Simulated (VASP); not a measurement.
# CdS (P3m1) in VASP: further runs, part 2 of 2

VASP 6.6.1. Earlier steps stand in the parts before.

## (4) Single point, PBE

This run uses another cell than the first one.

Input file INCAR:

```
PREC = Accurate
ENCUT = 630
EDIFF = 1E-6
ISMEAR = 0
SIGMA = 0.023
LREAL = False
LASPH = True
NELM = 120
ALGO = Normal
ISIF = 2
LWAVE = False
LCHARG = False
GGA = PE
NBANDS = 20
GGA_COMPAT = False
```

Input file KPOINTS:

```
Automatic mesh
0
Gamma
  7 7 5
```

Input file POSCAR:

```
CdS
1.0
    4.2611695877      0.0000000000      0.0000000000
   -2.1305847939      3.6902811128      0.0000000000
    0.0000000000      0.0000000000      5.8041729400
Cd S
1 1
Direct
    0.0000000000      0.0000000000      0.4426919200
    0.6666666667      0.3333333333      0.4343080800
```

Potentials or basis: VASP PAW PBE potentials, release 64 (Cd_sv_GW, S).

On the command line:

```
cat potpaw_PBE.64/Cd_sv_GW/POTCAR potpaw_PBE.64/S/POTCAR > POTCAR
mpirun -np 1 vasp_std > vasp.out
```

OUTCAR:

```text
PREC = Accurate
   ENCUT = 630
   EDIFF = 1E-6
   ISMEAR = 0
   LREAL = False
   LASPH = True
   NELM = 120
   ISIF = 2
   GGA = PE

 ion  position               nearest neighbor table
   1  0.000  0.000  0.443-   2 2.46   2 2.46   2 2.46
   2  0.667  0.333  0.434-   1 2.46   1 2.46   1 2.46

  LATTYP: Found a hexagonal cell.
 ALAT       =     4.2611695877
 C/A-ratio  =     1.3621079426

  Lattice vectors:

 A1 = (   4.2611695877,   0.0000000000,   0.0000000000)
 A2 = (  -2.1305847939,   3.6902811128,   0.0000000000)
 A3 = (   0.0000000000,   0.0000000000,   5.8041729400)

Analysis of symmetry for initial positions (statically):
=====================================================================
 Subroutine PRICEL returns:
 Original cell was already a primitive cell.

 Routine SETGRP: Setting up the symmetry group for a
 hexagonal supercell.

 Subroutine GETGRP returns: Found  6 space group operations
 (whereof  6 operations were pure point group operations)
 out of a pool of 24 trial point group operations.

The static configuration has the point symmetry C_3v.

Analysis of symmetry for dynamics (positions and initial velocities):
=====================================================================
 Subroutine PRICEL returns:
 Original cell was already a primitive cell.

 Routine SETGRP: Setting up the symmetry group for a
 hexagonal supercell.

 Subroutine GETGRP returns: Found  6 space group operations
 (whereof  6 operations were pure point group operations)
 out of a pool of 24 trial point group operations.

The dynamic configuration has the point symmetry C_3v.

 Subroutine INISYM returns: Found  6 space group operations
 (whereof  6 operations are pure point group operations),
 and found     1 'primitive' translations

----------------------------------------------------------------------------------------

[... 108 lines left out ...]
   EFERMI_NEDOS =   21; number of points for ismear=-14 and -15
   IALGO  =     38    algorithm
   IMIX   =      4    mixing-type and parameters
     AMIX     =   0.40;   BMIX     =  1.00
     AMIX_MAG =   1.60;   BMIX_MAG =  1.00
  volume/ion in A,a.u.               =      45.64       307.96
  Fermi-wavevector in a.u.,A,eV,Ry     =   1.077184  2.035582 15.787174  1.160325
  Thomas-Fermi vector in A             =   2.213088
   LORBIT       =      0    0 simple, 1 ext, 2 COOP (PROOUT), +10 PAW based schemes
   GGA     = PE    functional components
   LHFCALC =     F    Hartree Fock is set to
   AEXX    =    0.0000 exact exchange contribution
   IVDW    =     0    specifies the selected vdW correction
   LEPSILON=     F    determine dielectric tensor
   LRPA    =     F    only Hartree local field effects (RPA)
 non-spin polarized calculation
 Gauss-broadening in eV      SIGMA  =   0.02
  energy-cutoff  :      630.00
  volume of cell :       91.27
 maximum number of plane-waves:      3288
 NGX is ok and might be reduce to    36
   NGX = 17   NGY = 17   NGZ = 23

 number of electron      26.0000007 magnetization

 Free energy of the ion-electron system (eV)
  ---------------------------------------------------
  ext. energy  EPLUGINS =         0.00000000
  ---------------------------------------------------
  free energy    TOTEN  =        -5.72709362 eV

  energy without entropy =       -5.72709362  energy(sigma->0) =       -5.72709362

 E-fermi :  -1.1561     XC(G=0):  -6.2041

 val. band max:       -1.2714556365   @ k =   0.0000   0.0000   0.4000
 cond. band min:       0.1934398237   @ k =   0.0000   0.0000   0.0000
 fundamental gap:      1.4648954602
 Fermi energy:        -1.1560816835

 k-point     1 :       0.0000    0.0000    0.0000
  band No.  band energies     occupation
      1    -102.5559      2.00000
      2     -63.6784      2.00000
      3     -63.5826      2.00000
      4     -63.5826      2.00000
      5     -12.8824      2.00000
      6      -8.9163      2.00000
[... 541 lines left out ...]
     19       8.6786      0.00000
     20       9.1462      0.00000

 [... further k-points ...]

------------------------ aborting loop because EDIFF is reached ----------------------------------------

  FORCE on cell =-STRESS in cart. coord.  units (eV):
  Direction    XX          YY          ZZ          XY          YZ          ZX
  --------------------------------------------------------------------------------------
  -------------------------------------------------------------------------------------
  Total       -0.2496345     -0.2496345     -0.0412959      0.0000000      0.0000000      0.0000000
  in kB       -4.3821441     -4.3821441     -0.7249183      0.0000000      0.0000000      0.0000000
  external PRESSURE =      -3.1630688 kB  Pullay stress =       0.0000000 kB

 VOLUME and BASIS-vectors are now :
 -----------------------------------------------------------------------------
  energy-cutoff  :      630.00
  volume of cell :       91.27
      direct lattice vectors                 reciprocal lattice vectors
     4.261169588  0.000000000  0.000000000     0.234677353  0.135491033  0.000000000
    -2.130584794  3.690281113  0.000000000     0.000000000  0.270982066  0.000000000
     0.000000000  0.000000000  5.804172940     0.000000000  0.000000000  0.172289835

 POSITION                                       TOTAL-FORCE (eV/Angst)
 -----------------------------------------------------------------------------------
      0.00000      0.00000      2.56946        -0.000000      0.000000     -0.004931
      2.13058      1.23009      2.52080         0.000000     -0.000000      0.004931
 -----------------------------------------------------------------------------------
    total drift:                               -0.000001      0.000000      0.000219

  FREE ENERGIE OF THE ION-ELECTRON SYSTEM (eV)
  ---------------------------------------------------
  free  energy   TOTEN  =        -5.7270936168 eV

  energy  without entropy=       -5.7270936168  energy(sigma->0) =       -5.72709362
```

stdout:

```text
POSCAR found type information on POSCAR CdS
 POSCAR found :  2 types and       2 ions
 scaLAPACK will be used
 LDA part: xc-table for (Slater+PW92), standard interpolation
 POSCAR, INCAR and KPOINTS ok, starting setup
 FFT: planning ... GRIDC
 FFT: planning ... GRID_SOFT
 FFT: planning ... GRID
 WAVECAR not read
 entering main loop
```

Wall time 86 s (1 thread of AMD EPYC 7R43 (Zen 3), shared host); peak memory 0.25 GiB.

What came out:

* Free energy: -5.7271 eV
* Pressure: -0.3 GPa
* Largest force: 0.005 eV/Å
* Band gap on the k mesh: 1.46 eV

Forces on the atoms (eV/Å):
```
Cd   0.000  0.000 -0.005
S    0.000  0.000  0.005
```

Stress tensor (GPa, compression positive):
```
-0.44  0.00  0.00
 0.00 -0.44  0.00
 0.00  0.00 -0.07
```

Levels at points of the mesh, in eV from the valence-band top:
```
           k point  band 9  band 10  band 11  band 12  band 13  band 14  band 15  band 16  band 17  band 18
(0.00, 0.00, 0.00)   -7.13    -6.92    -1.05     0.00     0.00     1.46     5.57     6.93     6.93     6.98
```

## (5) Single point, PBE

This run uses another cell than the first one.

Input file INCAR:

```
SYSTEM = CdS
PREC = Accurate ; ENCUT = 520
EDIFF = 1E-7 ; ISMEAR = 1
SIGMA = 0.1 ; LREAL = .FALSE.
LASPH = .TRUE. ; NELM = 100
ALGO = Normal ; ISIF = 2
LWAVE = .FALSE. ; LCHARG = .FALSE.
GGA = PE ; NBANDS = 16
```

Input file KPOINTS:

```
Automatic mesh
0
G
  12 12 8
  0 0 0
```

POSCAR is that of step 4.

Potentials or basis: VASP PAW PBE potentials, release 64 (Cd, S).

On the command line:

```
cat potpaw_PBE.64/Cd/POTCAR potpaw_PBE.64/S/POTCAR > POTCAR
mpirun -np 1 vasp_std > vasp.out
```

It took 75 s on 1 thread of Intel Xeon Platinum 8488C (Sapphire Rapids), shared host; peak memory 0.34 GiB.

Results (log left out):

```yaml
Free_energy: -5.6497 eV
Pressure: -0.1 GPa
Band_gap_on_the_k_mesh: 1.47 eV
```

Forces in eV/Å, atoms in the order of the input:
```
Cd   0.000  0.000 -0.002
S    0.000  0.000  0.002
```

Stress tensor (GPa, compression positive):
```
-0.13  0.00  0.00
 0.00 -0.13  0.00
 0.00  0.00 -0.01
```

Levels at points of the mesh, in eV from the valence-band top:
| k point | band 6 | band 7 | band 8 | band 9 | band 10 | band 11 | band 12 | band 13 |
| --- | --- | --- | --- | --- | --- | --- | --- | --- |
| (0.00, 0.00, 0.00) | -6.93 | -1.04 | 0.00 | 0.00 | 1.47 | 5.59 | 6.93 | 6.93 |
| (0.50, 0.00, 0.00) | -6.75 | -3.58 | -1.30 | -0.15 | 3.70 | 5.16 | 6.78 | 7.43 |
| (0.00, 0.00, 0.50) | -6.92 | -1.26 | 0.00 | 0.00 | 1.76 | 5.04 | 6.98 | 6.98 |
| (0.50, 0.00, 0.50) | -6.75 | -3.54 | -1.29 | -0.26 | 3.87 | 4.26 | 7.76 | 8.01 |

A k mesh can miss the band edges.

## (6) Single point, PBE0

This run uses another cell than the first one.

POSCAR is that of step 5.

Input file INCAR.step1:

```
ALGO     = Normal         # electronic algorithm
EDIFF    = 1E-5           # SCF threshold, eV
ENCUT    = 520            # plane-wave cutoff, eV
GGA      = PE             # functional
ISIF     = 2              # what is computed and relaxed
ISMEAR   = 0              # smearing method
LASPH    = True           # aspherical terms in the spheres
LCHARG   = False          # write CHGCAR
LREAL    = False          # projectors in reciprocal space
LWAVE    = True           # write WAVECAR
NBANDS   = 16             # bands
NELM     = 80             # most SCF steps
PREC     = Accurate       # precision mode
SIGMA    = 0.05           # smearing width, eV
```

Input file INCAR.step2:

```
AEXX     = 0.25           # exact-exchange fraction
ALGO     = Normal         # electronic algorithm
EDIFF    = 1E-6           # SCF threshold, eV
ENCUT    = 520            # plane-wave cutoff, eV
GGA      = PE             # functional
ISIF     = 2              # what is computed and relaxed
ISMEAR   = 0              # smearing method
ISTART   = 1            
LASPH    = True           # aspherical terms in the spheres
LCHARG   = False          # write CHGCAR
LHFCALC  = True           # exact exchange
LREAL    = False          # projectors in reciprocal space
LWAVE    = False          # write WAVECAR
NBANDS   = 16             # bands
NELM     = 80             # most SCF steps
PREC     = Accurate       # precision mode
PRECFOCK = Normal       
SIGMA    = 0.05           # smearing width, eV
```

Input file KPOINTS:

```
k-points
0
Gamma
  4 4 3
```

Potentials or basis: VASP PAW PBE potentials, release 64 (Cd, S).

On the command line:

```
cat potpaw_PBE.64/Cd/POTCAR potpaw_PBE.64/S/POTCAR > POTCAR
cp INCAR.step1 INCAR
mpirun -np 1 vasp_std > vasp.out
cp INCAR.step2 INCAR
mpirun -np 1 vasp_std > vasp.out
```

It took 4 min on 1 thread of Intel Xeon Platinum 8488C (Sapphire Rapids), shared host; peak memory 0.22 GiB.

It converged, with:

```yaml
Free_energy: -7.6427 eV
Pressure: -0.7 GPa
Largest_force: 0.016 eV/Å
Band_gap_on_the_k_mesh: 3.22 eV
```

Forces in eV/Å, atoms in the order of the input:
```
Cd   0.000  0.000 -0.016
S    0.000  0.000  0.016
```

Stress tensor (GPa, compression positive):
```
-0.98  0.00  0.00
 0.00 -0.98  0.00
 0.00  0.00 -0.01
```

Levels at points of the mesh, in eV from the valence-band top:
| k point | band 5 | band 6 | band 7 | band 8 | band 9 | band 10 | band 11 | band 12 | band 13 | band 14 |
| --- | --- | --- | --- | --- | --- | --- | --- | --- | --- | --- |
| (0.00, 0.00, 0.00) | -8.35 | -8.10 | -1.25 | 0.00 | 0.00 | 3.22 | 7.14 | 8.83 | 8.83 | 8.90 |
| (0.50, 0.00, 0.00) | -8.37 | -7.86 | -3.83 | -1.38 | -0.31 | 5.51 | 6.91 | 8.43 | 9.01 | 11.96 |

Caveat: the k points lie up to 0.43 Å⁻¹ apart; the PAW data sets were made with another functional, which shifts forces and pressure a little.

## (7) Summary

| level | potentials or basis | cell | k mesh | cutoff (eV) | smearing | grid for exact exchange (PRECFOCK) | share of exact exchange | gap on the mesh (eV) | pressure (GPa) |
| --- | --- | --- | --- | --- | --- | --- | --- | --- | --- |
| PBEsol | VASP PAW PBE potentials, release 64 (Cd_sv_GW, S) | a = 4.186, b = 4.186, c = 5.807 Å, angles 90.0, 90.0, 120.0°, 2 atoms, atomic positions A | 7 × 7 × 5 | 630 | fermi-dirac 0.05 eV | - | - | 1.52 | 0.0 |
| revPBE | VASP PAW PBE potentials, release 64 (Cd_sv_GW, S) | a = 4.261, b = 4.261, c = 5.804 Å, angles 90.0, 90.0, 120.0°, 2 atoms, atomic positions B | 7 × 7 × 5 | 630 | fermi-dirac 0.05 eV | - | - | 1.58 | 0.4 |
| PBE | VASP PAW PBE potentials, release 64 (Cd_sv_GW, S) | a = 4.261, b = 4.261, c = 5.804 Å, angles 90.0, 90.0, 120.0°, 2 atoms, atomic positions B | 7 × 7 × 5 | 630 | gaussian 0.023 eV | - | - | 1.46 | -0.3 |
| PBE | VASP PAW PBE potentials, release 64 (Cd, S) | a = 4.261, b = 4.261, c = 5.804 Å, angles 90.0, 90.0, 120.0°, 2 atoms, atomic positions B | 12 × 12 × 8 | 520 | methfessel-paxton 0.1 eV | - | - | 1.47 | -0.1 |
| PBE0 | VASP PAW PBE potentials, release 64 (Cd, S) | a = 4.261, b = 4.261, c = 5.804 Å, angles 90.0, 90.0, 120.0°, 2 atoms, atomic positions B | 4 × 4 × 3 | 520 | gaussian 0.05 eV | Normal | 0.25 | 3.22 | -0.7 |

Alike in all rows: task single point; no spin polarisation.

Caveats: some runs use coarse meshes; the PAW data sets were made with another functional, which shifts forces and pressure a little (at least some runs).

Total energies depend on the potentials used, so only differences within one code and one set of settings carry meaning.
